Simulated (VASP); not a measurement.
# Ru: single point with PBEsol

Crystal: Ru.

```xyz
2
Lattice="2.7031 0.0000 0.0000 -1.3516 2.3410 0.0000 0.0000 0.0000 4.0082" Properties=species:S:1:pos:R:3 pbc="T T T"
Ru    0.0000    1.5607    1.0021
Ru    1.3516    0.7803    3.0062
```

This cell differs from its parent crystal: volume 12.682 Å^3 an atom, c/a of the conventional cell 1.4828.

```json
{
  "Program": "VASP 6.6.1",
  "Task": "single point",
  "Functional": "PBEsol",
  "Potentials or basis": "VASP PAW PBE potentials, release 64 (Ru_pv)",
  "Cutoff": "520 eV",
  "k mesh": "21 × 21 × 12",
  "Occupations": "gaussian, width 0.15 eV",
  "Spin": "no spin polarisation",
  "Dipole correction": "no",
  "Further INCAR settings": "ALGO = Fast; EDIFF = 1e-07; NBANDS = 21"
}
```

- Pressure: 22.1 GPa
- Band gap on the k mesh: zero (band 14 reaches 15.47 eV, above the bottom of band 15 at 11.97 eV)

Stress tensor (GPa, compression positive):
```
10.19  0.00  0.00
 0.00 10.19  0.00
 0.00  0.00 45.99
```

Levels at points of the mesh, in eV from the Fermi level:
| k point | band 10 | band 11 | band 12 | band 13 | band 14 | band 15 | band 16 | band 17 | band 18 | band 19 |
| --- | --- | --- | --- | --- | --- | --- | --- | --- | --- | --- |
| (0.00, 0.00, 0.00) | -3.02 | -2.11 | -2.11 | -2.07 | -2.07 | -2.05 | 1.28 | 1.28 | 2.14 | 10.18 |
| (0.00, 0.00, 0.50) | -3.39 | -3.39 | -3.39 | -2.58 | -2.58 | 0.70 | 0.70 | 0.70 | 0.70 | 10.19 |

Run time: 72 s on 1 thread of AMD EPYC 9R45 96-Core Processor (Zen 5) (shared host), peak memory 0.21 GiB.

Caveat: the PAW data sets were made with another functional, which shifts forces and pressure a little.
